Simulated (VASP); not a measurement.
# Ga (Cmce) in VASP: a series of runs

Ga is run at these levels: PBEsol; tasks: single point.

Program: VASP 6.6.1. These are calculated values, not measurements. Logs are shortened: lines on timing, memory, paths and dates and some standing lists are left out, and cuts for length are marked.

## (1) The cell of the first run

It takes space group Cmce (No. 64, orthorhombic). The conventional cell has a = 4.470 Å, b = 7.597 Å, c = 3.816 Å, α = 90.00°, β = 90.00°, γ = 90.00°. Within 3.1 Å of Ga (site symmetry m) lie 7 Ga at 2.38 to 2.73 Å.

## (2) Single point, PBEsol (engineering shear strain xz +0.0000, normal strain along z -0.1500)

File INCAR:

```
SYSTEM = Ga
ALGO     = Fast           ! electronic algorithm
EDIFF    = 1E-7           ! SCF threshold, eV
ENCUT    = 520            ! plane-wave cutoff, eV
GGA      = PS             ! functional
ISIF     = 2              ! what is computed and relaxed
ISMEAR   = 0              ! smearing method
LASPH    = .TRUE.         ! aspherical terms in the spheres
LCHARG   = .FALSE.        ! write CHGCAR
LREAL    = .FALSE.        ! projectors in reciprocal space
LWAVE    = .FALSE.        ! write WAVECAR
NBANDS   = 34             ! bands
NELM     = 100            ! most SCF steps
PREC     = Accurate       ! precision mode
SIGMA    = 0.15           ! smearing width, eV
```

File KPOINTS:

```
k-points
0
G
  10 10 10
  0 0 0
```

File POSCAR:

```
Ga
1.0
    2.2350478178     -3.7986615528      0.0000000000
    2.2350478178      3.7986615528      0.0000000000
    0.0000000000      0.0000000000      3.8163097021
Ga
4
Direct
    0.1559156097      0.8440843903      0.0832479706
    0.6559156097      0.3440843903      0.4167520294
    0.8440843903      0.1559156097      0.9167520294
    0.3440843903      0.6559156097      0.5832479706
```

Potentials or basis: VASP PAW PBE potentials, release 64 (Ga_d).

On the command line:

```sh
> cat potpaw_PBE.64/Ga_d/POTCAR > POTCAR
> mpirun -np 1 vasp_std > vasp.out
```

OUTCAR:

```text
SYSTEM = Ga
   EDIFF = 1E-7
   ENCUT = 520
   GGA = PS
   ISIF = 2
   ISMEAR = 0
   LASPH = .TRUE.
   LREAL = .FALSE.
   NELM = 100
   PREC = Accurate

 ion  position               nearest neighbor table
   1  0.156  0.844  0.083-   4 2.38   4 2.38   3 2.45   2 2.57   2 2.57   3 2.73   3 2.73
   2  0.656  0.344  0.417-   3 2.38   3 2.38   4 2.45   1 2.57   1 2.57   4 2.73   4 2.73
   3  0.844  0.156  0.917-   2 2.38   2 2.38   1 2.45   4 2.57   4 2.57   1 2.73   1 2.73
   4  0.344  0.656  0.583-   1 2.38   1 2.38   2 2.45   3 2.57   3 2.57   2 2.73   2 2.73

  LATTYP: Found a base centered orthorhombic cell.
 ALAT       =     4.4700956356
 B/A-ratio  =     1.6995884932
 C/A-ratio  =     0.8537422939

  Lattice vectors:

 A1 = (   2.2350478178,  -3.7986615528,   0.0000000000)
 A2 = (   2.2350478178,   3.7986615528,   0.0000000000)
 A3 = (   0.0000000000,   0.0000000000,   3.8163097021)

Analysis of symmetry for initial positions (statically):
=====================================================================
 Subroutine PRICEL returns:
 Original cell was already a primitive cell.

 Routine SETGRP: Setting up the symmetry group for a
 base centered orthorhombic supercell.

 Subroutine GETGRP returns: Found  8 space group operations
 (whereof  4 operations were pure point group operations)
 out of a pool of  8 trial point group operations.

The static configuration has the point symmetry C_2h.
 The point group associated with its full space group is D_2h.

Analysis of symmetry for dynamics (positions and initial velocities):
=====================================================================
 Subroutine PRICEL returns:
 Original cell was already a primitive cell.

 Routine SETGRP: Setting up the symmetry group for a
 base centered orthorhombic supercell.

 Subroutine GETGRP returns: Found  8 space group operations
 (whereof  4 operations were pure point group operations)
 out of a pool of  8 trial point group operations.

The dynamic configuration has the point symmetry C_2h.
 The point group associated with its full space group is D_2h.

 Subroutine INISYM returns: Found  8 space group operations
 (whereof  4 operations are pure point group operations),
 and found     1 'primitive' translations

----------------------------------------------------------------------------------------

                                     Primitive cell

  volume of cell :      64.8024

  direct lattice vectors                    reciprocal lattice vectors
     2.235047818 -3.798661553  0.000000000     0.223708860 -0.131625309  0.000000000
     2.235047818  3.798661553  0.000000000     0.223708860  0.131625309  0.000000000
     0.000000000  0.000000000  3.816309702     0.000000000  0.000000000  0.262033241

  length of vectors
     4.407410616  4.407410616  3.816309702     0.259559003  0.259559003  0.262033241

  position of ions in fractional coordinates (direct lattice)
     0.155915610  0.844084390  0.083247971
     0.655915610  0.344084390  0.416752029
     0.844084390  0.155915610  0.916752029
     0.344084390  0.655915610  0.583247971

  ion indices of the primitive-cell ions
   primitive index   ion index
                 1           1
                 2           2
                 3           3
                 4           4

----------------------------------------------------------------------------------------

 KPOINTS: k-points

Automatic generation of k-mesh.
 Grid dimensions read from file:
 generate k-points for:   10   10   10

 Generating k-lattice:

  Cartesian coordinates                     Fractional coordinates (reciprocal lattice)
     0.022370886 -0.013162531  0.000000000     0.100000000  0.000000000  0.000000000
     0.022370886  0.013162531  0.000000000     0.000000000  0.100000000  0.000000000
     0.000000000  0.000000000  0.026203324     0.000000000  0.000000000  0.100000000

  Length of vectors
     0.025955900  0.025955900  0.026203324

  Shift w.r.t. Gamma in fractional coordinates (k-lattice)
     0.000000000  0.000000000  0.000000000

 Subroutine IBZKPT returns following result:
 ===========================================

 Found    186 irreducible k-points:

 Following reciprocal coordinates:
            Coordinates               Weight
  0.000000  0.000000  0.000000      1.000000
  0.100000  0.000000  0.000000      4.000000
  0.200000  0.000000  0.000000      4.000000
  0.300000 -0.000000  0.000000      4.000000
  0.400000 -0.000000  0.000000      4.000000
  0.500000  0.000000  0.000000      2.000000
[... 16 lines left out ...]
  0.300000  0.300000  0.000000      2.000000
  0.400000  0.300000  0.000000      4.000000
 [... further k-points ...]
   k-points           NKPTS =    186   k-points in BZ     NKDIM =    186   number of bands    NBANDS=     34
   number of dos      NEDOS =    301   number of ions     NIONS =      4
   total plane-waves  NPLWV =  36288
   dimension x,y,z NGX =    36 NGY =   36 NGZ =   28
   dimension x,y,z NGXF=    72 NGYF=   72 NGZF=   56
   ions per type =               4
   NGX,Y,Z   is equivalent  to a cutoff of  13.58, 13.58, 12.20 a.u.
   NGXF,Y,Z  is equivalent  to a cutoff of  27.16, 27.16, 24.39 a.u.
 SYSTEM =  Ga
   PREC   = accura    normal or accurate (medium, high low for compatibility)
   ISTART =      0    job   : 0-new  1-cont  2-samecut
   ICHARG =      2    charge: 1-file 2-atom 10-const
   ISPIN  =      1    spin polarized calculation?
   LNONCOLLINEAR =      F non collinear calculations
   LSORBIT =      F    spin-orbit coupling
   LASPH  =      T    aspherical Exc in radial PAW
   ENCUT  =  520.0 eV  38.22 Ry    6.18 a.u.   8.19  8.19  7.10*2*pi/ulx,y,z
   NELM   =    100;   NELMIN=  2; NELMDL= -5     # of ELM steps
   EDIFF  = 0.1E-06   stopping-criterion for ELM
   LREAL  =      F    real-space projection
   EDIFFG = 0.1E-05   stopping-criterion for IOM
   NSW    =      0    number of steps for IOM
   IBRION =     -1    ionic relax: 0-MD 1-quasi-New 2-CG
   NFREE  =      0    steps in history (QN), initial steepest desc. (CG)
   ISIF   =      2    stress and relaxation
   ISYM   =      2    0-nonsym 1-usesym 2-fastsym
   POTIM  = 0.5000    time-step for ionic-motion
   TEBEG  =    0.0;   TEEND  =   0.0 temperature during run
   PSTRESS=    0.0 pullay stress
   NELECT =      52.0000    total number of electrons
   NUPDOWN=      -1.0000    fix difference up-down
   EMIN   =  10.00;   EMAX   =-10.00  energy-range for DOS
   EFERMI =   0.00;   METHOD = LEGACY
   ISMEAR =     0;   SIGMA  =   0.15  broadening in eV -4-tet -1-fermi 0-gaus
   EFERMI_NEDOS =   21; number of points for ismear=-14 and -15
   IALGO  =     68    algorithm
   IMIX   =      4    mixing-type and parameters
     AMIX     =   0.40;   BMIX     =  1.00
     AMIX_MAG =   1.60;   BMIX_MAG =  1.00
  volume/ion in A,a.u.               =      16.20       109.33
  Fermi-wavevector in a.u.,A,eV,Ry     =   1.521291  2.874823 31.488317  2.314326
  Thomas-Fermi vector in A             =   2.630026
   LORBIT       =      0    0 simple, 1 ext, 2 COOP (PROOUT), +10 PAW based schemes
   GGA     = PS    functional components
   LHFCALC =     F    Hartree Fock is set to
   AEXX    =    0.0000 exact exchange contribution
   IVDW    =     0    specifies the selected vdW correction
   LEPSILON=     F    determine dielectric tensor
   LRPA    =     F    only Hartree local field effects (RPA)
 non-spin polarized calculation
 RMM-DIIS sequential band-by-band and
 Gauss-broadening in eV      SIGMA  =   0.15
  energy-cutoff  :      520.00
  volume of cell :       64.80
 maximum number of plane-waves:      1768
 NGX is ok and might be reduce to    36
   NGX = 17   NGY = 17   NGZ = 15

 number of electron      51.9999993 magnetization

 Free energy of the ion-electron system (eV)
  ---------------------------------------------------
  ext. energy  EPLUGINS =         0.00000000
  ---------------------------------------------------
  free energy    TOTEN  =       -12.54667875 eV

  energy without entropy =      -12.53443699  energy(sigma->0) =      -12.54055787

 E-fermi :   6.6651     XC(G=0): -11.7816

 val. band max:        6.6643346136   @ k =   0.5000   0.2000   0.0000
 cond. band min:       6.6879982891   @ k =   0.1000   0.0000   0.1000
 fundamental gap:      0.0236636755
 Fermi energy:         6.6650958075

 k-point     1 :       0.0000    0.0000    0.0000
  band No.  band energies     occupation
      1      -8.8505      2.00000
      2      -8.7562      2.00000
      3      -8.7430      2.00000
      4      -8.6661      2.00000
      5      -8.6371      2.00000
      6      -8.6294      2.00000
[... 26 lines left out ...]
     33      15.6103      0.00000
     34      16.0117      0.00000

 k-point     2 :       0.1000    0.0000    0.0000
  band No.  band energies     occupation
      1      -8.8447      2.00000
      2      -8.7709      2.00000
      3      -8.7355      2.00000
      4      -8.6761      2.00000
      5      -8.6416      2.00000
      6      -8.6256      2.00000
[... 26 lines left out ...]
     33      15.1102      0.00000
     34      16.3920      0.00000

 k-point     3 :       0.2000    0.0000    0.0000
  band No.  band energies     occupation
      1      -8.8289      2.00000
      2      -8.7854      2.00000
      3      -8.7380      2.00000
      4      -8.6963      2.00000
      5      -8.6552      2.00000
      6      -8.6109      2.00000
[... 26 lines left out ...]
     33      14.4264      0.00000
     34      15.6029      0.00000
[... 704 lines left out ...]
 k-point    23 :       0.3000    0.3000    0.0000
  band No.  band energies     occupation
      1      -8.8419      2.00000
      2      -8.7943      2.00000
      3      -8.7549      2.00000
      4      -8.7504      2.00000
      5      -8.6909      2.00000
      6      -8.6059      2.00000
[... 26 lines left out ...]
     33      15.6184      0.00000
     34      16.8606      0.00000

 k-point    24 :       0.4000    0.3000    0.0000
  band No.  band energies     occupation
      1      -8.8501      2.00000
      2      -8.7976      2.00000
      3      -8.7581      2.00000
      4      -8.7540      2.00000
      5      -8.6861      2.00000
      6      -8.6258      2.00000
[... 26 lines left out ...]
     33      16.9959      0.00000
     34      17.4616      0.00000

 [... further k-points ...]

------------------------ aborting loop because EDIFF is reached ----------------------------------------

  FORCE on cell =-STRESS in cart. coord.  units (eV):
  Direction    XX          YY          ZZ          XY          YZ          ZX
  --------------------------------------------------------------------------------------
  -------------------------------------------------------------------------------------
  Total        5.5885855      3.5660275     11.4768958      0.0000000      0.0000000      0.0000000
  in kB      138.1724481     88.1666313    283.7553066      0.0000000      0.0000000      0.0000000
  external PRESSURE =     170.0314620 kB  Pullay stress =       0.0000000 kB

 VOLUME and BASIS-vectors are now :
 -----------------------------------------------------------------------------
  energy-cutoff  :      520.00
  volume of cell :       64.80
      direct lattice vectors                 reciprocal lattice vectors
     2.235047818 -3.798661553  0.000000000     0.223708860 -0.131625309  0.000000000
     2.235047818  3.798661553  0.000000000     0.223708860  0.131625309  0.000000000
     0.000000000  0.000000000  3.816309702     0.000000000  0.000000000  0.262033241

 POSITION                                       TOTAL-FORCE (eV/Angst)
 -----------------------------------------------------------------------------------
      2.23505      2.61412      0.31770         0.000000      1.201305     -0.247565
      2.23505     -1.18454      1.59045         0.000000      1.201305      0.247565
      2.23505     -2.61412      3.49861         0.000000     -1.201305      0.247565
      2.23505      1.18454      2.22585         0.000000     -1.201305     -0.247565
 -----------------------------------------------------------------------------------
    total drift:                               -0.000000     -0.000000      0.000000

  FREE ENERGIE OF THE ION-ELECTRON SYSTEM (eV)
  ---------------------------------------------------
  free  energy   TOTEN  =       -12.5466787505 eV

  energy  without entropy=      -12.5344369918  energy(sigma->0) =      -12.54055787
```

It took 2.9 min on 1 thread of Intel Xeon 6975P-C (Granite Rapids), shared host; peak memory 0.39 GiB.

Results:

- Free energy: -12.5467 eV
- Pressure: 17.0 GPa
- Largest force: 1.227 eV/Å
- Band gap on the k mesh: zero (bands 26 and 27 overlap by 2.51 eV)

Forces in eV/Å, atoms in the order of the input:
```
Ga   0.000  1.201 -0.248
Ga   0.000  1.201  0.248
Ga   0.000 -1.201  0.248
Ga   0.000 -1.201 -0.248
```

Caveat: the cell differs from its parent crystal (engineering shear strain xz +0.0000, normal strain along z -0.1500); the stress differs along the axes, from 9 to 28 GPa; the PAW data sets were made with another functional, which shifts forces and pressure a little.

## (3) Single point, PBEsol (engineering shear strain xz +0.0000, normal strain along z -0.1000)

File INCAR:

```
SYSTEM = Ga
PREC = Accurate
ENCUT = 520
EDIFF = 1E-6
ISMEAR = 0
SIGMA = 0.15
LREAL = .False.
LASPH = .True.
NELM = 60
ALGO = Fast
ISIF = 2
LWAVE = .False.
LCHARG = .False.
GGA = PS
NBANDS = 34
```

File KPOINTS:

```
regular mesh
0
Gamma
  10 10 10
  0 0 0
```

Changes to POSCAR since step 2:

```diff
@@ -4,3 +4,3 @@
     2.2350478178      3.7986615528      0.0000000000
-    0.0000000000      0.0000000000      3.8163097021
+    0.0000000000      0.0000000000      4.0407985081
 Ga
```

Potentials or basis: VASP PAW PBE potentials, release 64 (Ga_d).

On the command line:

```sh
> cat potpaw_PBE.64/Ga_d/POTCAR > POTCAR
> mpirun -np 1 vasp_std > vasp.out
```

Run time: 3.3 min. Hardware: 1 thread of Intel Xeon 6975P-C (Granite Rapids), shared host; peak memory 0.41 GiB.

It converged, with:

```
Free energy            : -13.0761 eV
Pressure               : 9.3 GPa
Largest force          : 0.617 eV/Å
Band gap on the k mesh : zero (bands 26 and 27 overlap by 1.96 eV)
```

Forces in eV/Å, atoms in the order of the input:
```
Ga   0.000  0.604 -0.125
Ga   0.000  0.604  0.125
Ga   0.000 -0.604  0.125
Ga   0.000 -0.604 -0.125
```

Stress tensor (GPa, compression positive):
```
 7.73  0.00  0.00
 0.00  3.90  0.00
 0.00  0.00 16.18
```

Levels at points of the mesh, in eV from the Fermi level:
```tsv
k point	band 22	band 23	band 24	band 25	band 26	band 27	band 28	band 29	band 30	band 31
(0.00, 0.00, 0.00)	-3.25	-3.15	-2.52	-2.43	-1.37	0.50	0.58	0.76	6.10	6.67
(0.50, 0.00, 0.00)	-9.47	-3.74	-3.74	-0.77	-0.77	1.83	1.83	4.91	4.91	5.93
(0.50, 0.50, 0.00)	-7.87	-4.41	-4.11	-1.00	-0.48	1.56	2.11	4.37	4.58	5.07
(0.00, 0.00, 0.50)	-9.64	-0.33	-0.33	-0.27	-0.27	-0.11	-0.11	2.01	2.01	3.83
(0.50, 0.00, 0.50)	-7.41	-6.74	-6.74	-1.90	-1.90	0.42	0.42	7.69	7.69	8.45
(0.50, 0.50, 0.50)	-7.98	-5.54	-5.54	-1.53	-1.53	-1.39	-1.39	7.87	7.87	9.02
```

Caveat: the cell differs from its parent crystal (engineering shear strain xz +0.0000, normal strain along z -0.1000); the stress differs along the axes, from 4 to 16 GPa; the PAW data sets were made with another functional, which shifts forces and pressure a little.

(Part 1 of 2 ends here.)

The gap in the log of VASP goes by the Fermi energy; the results here count the filled bands.